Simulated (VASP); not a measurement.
# SnO (C2/m) in VASP: notebook

Runs on SnO. Level: PBEsol. Tasks: single point.

All numbers are computed with VASP 6.6.1; they aren't measurements. Logs are shortened: lines on timing, memory, paths and dates and some standing lists are left out, and cuts for length are marked.

## Step 1: The cell of the first run

It takes space group C2/m (No. 12, monoclinic). Conventional cell: a = 5.382 Å, b = 5.382 Å, c = 4.753 Å, α = 90.00°, β = 90.00°, γ = 90.00°. Sn (site symmetry m) has 4 O at 2.19 to 2.26 Å within 2.9 Å. Within 2.9 Å of O (site symmetry 2) lie 4 Sn at 2.19 to 2.26 Å and 4 O at 2.67 to 2.71 Å.

## Step 2: Single point, PBEsol (atoms displaced along a vibrational mode)

File INCAR:

```
ALGO = Fast
EDIFF = 1E-7
ENCUT = 520
GGA = PS
ISIF = 2
ISMEAR = 0
LASPH = T
LCHARG = T
LELF = T
LREAL = F
LVHAR = T
LWAVE = F
NBANDS = 28
NELM = 100
PREC = Accurate
SIGMA = 0.15
```

File KPOINTS:

```
k-points
0
Gamma
  12 12 10
```

File POSCAR:

```
SnO
1.0
    3.8053768948      0.0000000000      0.0000000000
    0.0000000000      3.8053768948      0.0000000000
    0.0000000000      0.0000000000      4.7531851815
Sn O
2 2
Direct
   -0.0139363354      0.4860636646      0.2423986461
    0.5139363354      0.0139363354      0.7576013539
    0.0020895192     -0.0020895192      0.0000000000
    0.4979104808      0.5020895192      0.0000000000
```

Potentials or basis: VASP PAW PBE potentials, release 64 (Sn_d, O).

Started as:

```sh
cat potpaw_PBE.64/Sn_d/POTCAR potpaw_PBE.64/O/POTCAR > POTCAR
mpirun -np 1 vasp_std > vasp.out
```

OUTCAR:

```text
EDIFF = 1E-7
   ENCUT = 520
   GGA = PS
   ISIF = 2
   ISMEAR = 0
   LASPH = T
   LREAL = F
   NELM = 100
   PREC = Accurate

 ion  position               nearest neighbor table
   1  0.986  0.486  0.242-   3 2.19   4 2.19   4 2.26   3 2.26   2 3.43   2 3.53   2 3.55   2 3.55
                             2 3.64   2 3.64   2 3.66   2 3.75
   2  0.514  0.014  0.758-   3 2.19   4 2.19   4 2.26   3 2.26   1 3.43   1 3.53   1 3.55   1 3.55
                             1 3.64   1 3.64   1 3.66   1 3.75
   3  0.002  0.998  0.000-   1 2.19   2 2.19   2 2.26   1 2.26
   4  0.498  0.502  0.000-   1 2.19   2 2.19   2 2.26   1 2.26

  LATTYP: Found a simple tetragonal cell.
 ALAT       =     3.8053768948
 C/A-ratio  =     1.2490708050

  Lattice vectors:

 A1 = (   3.8053768948,   0.0000000000,   0.0000000000)
 A2 = (   0.0000000000,   3.8053768948,   0.0000000000)
 A3 = (   0.0000000000,   0.0000000000,   4.7531851815)

Analysis of symmetry for initial positions (statically):
=====================================================================
 Subroutine PRICEL returns:
 Original cell was already a primitive cell.

 Routine SETGRP: Setting up the symmetry group for a
 simple tetragonal supercell.

 Subroutine GETGRP returns: Found  4 space group operations
 (whereof  2 operations were pure point group operations)
 out of a pool of 16 trial point group operations.

The static configuration has the point symmetry C_2 .
 The point group associated with its full space group is C_2h.

Analysis of symmetry for dynamics (positions and initial velocities):
=====================================================================
 Subroutine PRICEL returns:
 Original cell was already a primitive cell.

 Routine SETGRP: Setting up the symmetry group for a
 simple tetragonal supercell.

 Subroutine GETGRP returns: Found  4 space group operations
 (whereof  2 operations were pure point group operations)
 out of a pool of 16 trial point group operations.

The dynamic configuration has the point symmetry C_2 .
 The point group associated with its full space group is C_2h.

 Subroutine INISYM returns: Found  4 space group operations
 (whereof  2 operations are pure point group operations),
 and found     1 'primitive' translations

----------------------------------------------------------------------------------------

                                     Primitive cell

  volume of cell :      68.8304

  direct lattice vectors                    reciprocal lattice vectors
     3.805376895  0.000000000  0.000000000     0.262786060  0.000000000  0.000000000
     0.000000000  3.805376895  0.000000000     0.000000000  0.262786060  0.000000000
     0.000000000  0.000000000  4.753185182     0.000000000  0.000000000  0.210385239

  length of vectors
     3.805376895  3.805376895  4.753185182     0.262786060  0.262786060  0.210385239

  position of ions in fractional coordinates (direct lattice)
     0.986063665  0.486063665  0.242398646
     0.513936335  0.013936335  0.757601354
     0.002089519  0.997910481  0.000000000
     0.497910481  0.502089519  0.000000000

  ion indices of the primitive-cell ions
   primitive index   ion index
                 1           1
                 2           2
                 3           3
                 4           4

----------------------------------------------------------------------------------------

 KPOINTS: k-points

Automatic generation of k-mesh.
 Grid dimensions read from file:
 generate k-points for:   12   12   10

 Generating k-lattice:

  Cartesian coordinates                     Fractional coordinates (reciprocal lattice)
     0.021898838  0.000000000  0.000000000     0.083333333  0.000000000  0.000000000
     0.000000000  0.021898838  0.000000000     0.000000000  0.083333333  0.000000000
     0.000000000  0.000000000  0.021038524     0.000000000  0.000000000  0.100000000

  Length of vectors
     0.021898838  0.021898838  0.021038524

  Shift w.r.t. Gamma in fractional coordinates (k-lattice)
     0.000000000  0.000000000  0.000000000

 Subroutine IBZKPT returns following result:
 ===========================================

 Found    398 irreducible k-points:

 Following reciprocal coordinates:
            Coordinates               Weight
  0.000000  0.000000  0.000000      1.000000
  0.083333  0.000000  0.000000      4.000000
  0.166667  0.000000  0.000000      4.000000
  0.250000  0.000000  0.000000      4.000000
  0.333333  0.000000  0.000000      4.000000
  0.416667  0.000000  0.000000      4.000000
[... 16 lines left out ...]
  0.333333  0.166667  0.000000      4.000000
 -0.166667  0.333333  0.000000      4.000000
 [... further k-points ...]
   k-points           NKPTS =    398   k-points in BZ     NKDIM =    398   number of bands    NBANDS=     28
   number of dos      NEDOS =    301   number of ions     NIONS =      4
   total plane-waves  NPLWV =  28224
   dimension x,y,z NGX =    28 NGY =   28 NGZ =   36
   dimension x,y,z NGXF=    56 NGYF=   56 NGZF=   72
   ions per type =               2   2
   NGX,Y,Z   is equivalent  to a cutoff of  12.23, 12.23, 12.59 a.u.
   NGXF,Y,Z  is equivalent  to a cutoff of  24.46, 24.46, 25.18 a.u.
 SYSTEM =  unknown system
   PREC   = accura    normal or accurate (medium, high low for compatibility)
   ISTART =      0    job   : 0-new  1-cont  2-samecut
   ICHARG =      2    charge: 1-file 2-atom 10-const
   ISPIN  =      1    spin polarized calculation?
   LNONCOLLINEAR =      F non collinear calculations
   LSORBIT =      F    spin-orbit coupling
   LASPH  =      T    aspherical Exc in radial PAW
   ENCUT  =  520.0 eV  38.22 Ry    6.18 a.u.   7.08  7.08  8.84*2*pi/ulx,y,z
   NELM   =    100;   NELMIN=  2; NELMDL= -5     # of ELM steps
   EDIFF  = 0.1E-06   stopping-criterion for ELM
   LREAL  =      F    real-space projection
   EDIFFG = 0.1E-05   stopping-criterion for IOM
   NSW    =      0    number of steps for IOM
   IBRION =     -1    ionic relax: 0-MD 1-quasi-New 2-CG
   NFREE  =      0    steps in history (QN), initial steepest desc. (CG)
   ISIF   =      2    stress and relaxation
   ISYM   =      2    0-nonsym 1-usesym 2-fastsym
   POTIM  = 0.5000    time-step for ionic-motion
   TEBEG  =    0.0;   TEEND  =   0.0 temperature during run
   PSTRESS=    0.0 pullay stress
   NELECT =      40.0000    total number of electrons
   NUPDOWN=      -1.0000    fix difference up-down
   EMIN   =  10.00;   EMAX   =-10.00  energy-range for DOS
   EFERMI =   0.00;   METHOD = LEGACY
   ISMEAR =     0;   SIGMA  =   0.15  broadening in eV -4-tet -1-fermi 0-gaus
   EFERMI_NEDOS =   21; number of points for ismear=-14 and -15
   IALGO  =     68    algorithm
   IMIX   =      4    mixing-type and parameters
     AMIX     =   0.40;   BMIX     =  1.00
     AMIX_MAG =   1.60;   BMIX_MAG =  1.00
  volume/ion in A,a.u.               =      17.21       116.12
  Fermi-wavevector in a.u.,A,eV,Ry     =   1.366160  2.581667 25.393809  1.866392
  Thomas-Fermi vector in A             =   2.492325
   LORBIT       =      0    0 simple, 1 ext, 2 COOP (PROOUT), +10 PAW based schemes
   GGA     = PS    functional components
   LHFCALC =     F    Hartree Fock is set to
   AEXX    =    0.0000 exact exchange contribution
   IVDW    =     0    specifies the selected vdW correction
   LEPSILON=     F    determine dielectric tensor
   LRPA    =     F    only Hartree local field effects (RPA)
 non-spin polarized calculation
 RMM-DIIS sequential band-by-band and
 Gauss-broadening in eV      SIGMA  =   0.15
  energy-cutoff  :      520.00
  volume of cell :       68.83
 maximum number of plane-waves:      1872
   NGX = 15   NGY = 15   NGZ = 17

 number of electron      39.9999995 magnetization

 Free energy of the ion-electron system (eV)
  ---------------------------------------------------
  ext. energy  EPLUGINS =         0.00000000
  ---------------------------------------------------
  free energy    TOTEN  =       -24.18308096 eV

  energy without entropy =      -24.18124178  energy(sigma->0) =      -24.18216137

 E-fermi :   7.2896     XC(G=0): -10.5906

 val. band max:        7.2177321308   @ k =  -0.0833   0.0833   0.0000
 cond. band min:       7.2907388918   @ k =   0.5000   0.5000   0.1000
 fundamental gap:      0.0730067610
 Fermi energy:         7.2895555048

 k-point     1 :       0.0000    0.0000    0.0000
  band No.  band energies     occupation
      1     -14.7268      2.00000
      2     -14.2940      2.00000
      3     -14.2762      2.00000
      4     -14.2647      2.00000
      5     -14.2231      2.00000
      6     -14.2227      2.00000
[... 20 lines left out ...]
     27      13.8877      0.00000
     28      14.2360      0.00000

 k-point     2 :       0.0833    0.0000    0.0000
  band No.  band energies     occupation
      1     -14.7231      2.00000
      2     -14.2957      2.00000
      3     -14.2744      2.00000
      4     -14.2631      2.00000
      5     -14.2243      2.00000
      6     -14.2196      2.00000
[... 20 lines left out ...]
     27      14.0056      0.00000
     28      14.8172      0.00000

 k-point     3 :       0.1667    0.0000    0.0000
  band No.  band energies     occupation
      1     -14.7126      2.00000
      2     -14.3167      2.00000
      3     -14.2694      2.00000
      4     -14.2637      2.00000
      5     -14.2284      2.00000
      6     -14.2257      2.00000
[... 20 lines left out ...]
     27      14.1378      0.00000
     28      16.0960      0.00000

 k-point     4 :       0.2500    0.0000    0.0000
  band No.  band energies     occupation
      1     -14.6961      2.00000
      2     -14.3847      2.00000
      3     -14.2626      2.00000
      4     -14.2616      2.00000
      5     -14.2308      2.00000
      6     -14.2272      2.00000
[... 578 lines left out ...]
     27      15.7549      0.00000
     28      15.8459      0.00000

 k-point    23 :       0.3333    0.1667    0.0000
  band No.  band energies     occupation
      1     -14.6747      2.00000
      2     -14.5062      2.00000
      3     -14.2650      2.00000
      4     -14.2371      2.00000
      5     -14.2330      2.00000
      6     -14.2253      2.00000
[... 20 lines left out ...]
     27      15.2821      0.00000
     28      15.7811      0.00000

 k-point    24 :      -0.1667    0.3333    0.0000
  band No.  band energies     occupation
      1     -14.6771      2.00000
      2     -14.5030      2.00000
      3     -14.2665      2.00000
      4     -14.2386      2.00000
      5     -14.2277      2.00000
      6     -14.2254      2.00000
[... 20 lines left out ...]
     27      15.3055      0.00000
     28      15.7661      0.00000

 [... further k-points ...]

------------------------ aborting loop because EDIFF is reached ----------------------------------------

  FORCE on cell =-STRESS in cart. coord.  units (eV):
  Direction    XX          YY          ZZ          XY          YZ          ZX
  --------------------------------------------------------------------------------------
  -------------------------------------------------------------------------------------
  Total        0.1964906      0.1964906      0.2337568      0.0318791      0.5458454      0.5458433
  in kB        4.5737485      4.5737485      5.4412005      0.7420565     12.7057443     12.7056975
  external PRESSURE =       4.8628992 kB  Pullay stress =       0.0000000 kB

 VOLUME and BASIS-vectors are now :
 -----------------------------------------------------------------------------
  energy-cutoff  :      520.00
  volume of cell :       68.83
      direct lattice vectors                 reciprocal lattice vectors
     3.805376895  0.000000000  0.000000000     0.262786060  0.000000000  0.000000000
     0.000000000  3.805376895  0.000000000     0.000000000  0.262786060  0.000000000
     0.000000000  0.000000000  4.753185182     0.000000000  0.000000000  0.210385239

 POSITION                                       TOTAL-FORCE (eV/Angst)
 -----------------------------------------------------------------------------------
      3.75234      1.84966      1.15217         0.303037      0.303037      0.141483
      1.95572      0.05303      3.60102        -0.303037     -0.303037     -0.141483
      0.00795      3.79743      0.00000         0.003312     -0.003312      0.000000
      1.89474      1.91064      0.00000        -0.003312      0.003312      0.000000
 -----------------------------------------------------------------------------------
    total drift:                                0.000000     -0.000000     -0.000000

  FREE ENERGIE OF THE ION-ELECTRON SYSTEM (eV)
  ---------------------------------------------------
  free  energy   TOTEN  =       -24.1830809628 eV

  energy  without entropy=      -24.1812417826  energy(sigma->0) =      -24.18216137
```

Run time: 15 min. Hardware: 1 thread of Oxide Virtual Turin-like, shared host; peak memory 0.61 GiB.

Results:

```
Free energy            : -24.1831 eV
Pressure               : 0.5 GPa
Largest force          : 0.451 eV/Å
Band gap on the k mesh : zero (bands 20 and 21 overlap by 0.09 eV)
```

Forces on the atoms (eV/Å):
```
Sn   0.303  0.303  0.141
Sn  -0.303 -0.303 -0.141
O    0.003 -0.003  0.000
O   -0.003  0.003  0.000
```

Caveat: the cell differs from its parent crystal (atoms displaced along a vibrational mode); semilocal functionals underestimate gaps, and a narrow one can read as zero; the PAW data sets were made with another functional, which shifts forces and pressure a little; spin-orbit coupling is left out, which moves the levels of the heavy elements.

## Step 3: Single point, PBEsol (atoms displaced along a vibrational mode)

File INCAR:

```
SYSTEM = SnO
PREC     = Accurate       ! precision mode
ENCUT    = 520            ! plane-wave cutoff, eV
EDIFF    = 1E-6           ! SCF threshold, eV
ISMEAR   = 0              ! smearing method
SIGMA    = 0.15           ! smearing width, eV
LREAL    = .False.        ! projectors in reciprocal space
LASPH    = .True.         ! aspherical terms in the spheres
NELM     = 60             ! most SCF steps
ALGO     = Fast           ! electronic algorithm
ISIF     = 2              ! what is computed and relaxed
LWAVE    = .False.        ! write WAVECAR
LCHARG   = .False.        ! write CHGCAR
GGA      = PS             ! functional
NBANDS   = 28             ! bands
```

File KPOINTS:

```
regular mesh
0
Gamma
  12 12 10
  0 0 0
```

File POSCAR:

```
SnO
1.0
    3.8053768948      0.0000000000      0.0000000000
    0.0000000000      3.8053768948      0.0000000000
    0.0000000000      0.0000000000      4.7531851815
Sn O
2 2
Direct
    0.0185817805      0.5185817805      0.2423986461
    0.4814182195     -0.0185817805      0.7576013539
   -0.0027860256      0.0027860256      0.0000000000
    0.5027860256      0.4972139744      0.0000000000
```

Potentials or basis: VASP PAW PBE potentials, release 64 (Sn_d, O).

Started as:

```sh
cat potpaw_PBE.64/Sn_d/POTCAR potpaw_PBE.64/O/POTCAR > POTCAR
mpirun -np 1 vasp_std > vasp.out
```

Run time: 5.1 min. Hardware: 1 thread of Oxide Virtual Turin-like, shared host; peak memory 0.61 GiB.

The run converged. Its results:

* Free energy: -24.1581 eV
* Pressure: 0.7 GPa
* Largest force: 0.600 eV/Å
* Band gap on the k mesh: zero (bands 20 and 21 overlap by 0.08 eV)

Forces on the atoms (eV/Å):
```
Sn  -0.405 -0.405  0.180
Sn   0.405  0.405 -0.180
O   -0.006  0.006  0.000
O    0.006 -0.006  0.000
```

Stress tensor (GPa, compression positive):
```
 0.67  0.13 -1.69
 0.13  0.67 -1.69
-1.69 -1.69  0.81
```

Levels at points of the mesh, in eV from the Fermi level:
| k point | band 18 | band 19 | band 20 | band 21 | band 22 | band 23 |
| --- | --- | --- | --- | --- | --- | --- |
| (0.00, 0.00, 0.00) | -3.27 | -3.25 | -0.09 | 2.01 | 4.40 | 4.49 |
| (0.50, 0.00, 0.00) | -4.91 | -3.03 | -2.68 | 3.11 | 3.20 | 5.65 |
| (0.50, 0.50, 0.00) | -2.60 | -2.05 | -1.94 | -0.15 | -0.12 | 4.29 |
| (0.00, 0.00, 0.50) | -3.28 | -3.06 | -2.29 | 1.46 | 2.74 | 2.78 |
| (0.50, 0.00, 0.50) | -4.89 | -1.93 | -1.70 | 2.55 | 2.55 | 4.97 |
| (0.50, 0.50, 0.50) | -2.85 | -2.61 | -2.60 | 2.21 | 2.22 | 4.02 |

Caveat: the cell differs from its parent crystal (atoms displaced along a vibrational mode); semilocal functionals underestimate gaps, and a narrow one can read as zero; the PAW data sets were made with another functional, which shifts forces and pressure a little; spin-orbit coupling is left out, which moves the levels of the heavy elements.

The gap in the log of VASP goes by the Fermi energy; the results here count the filled bands.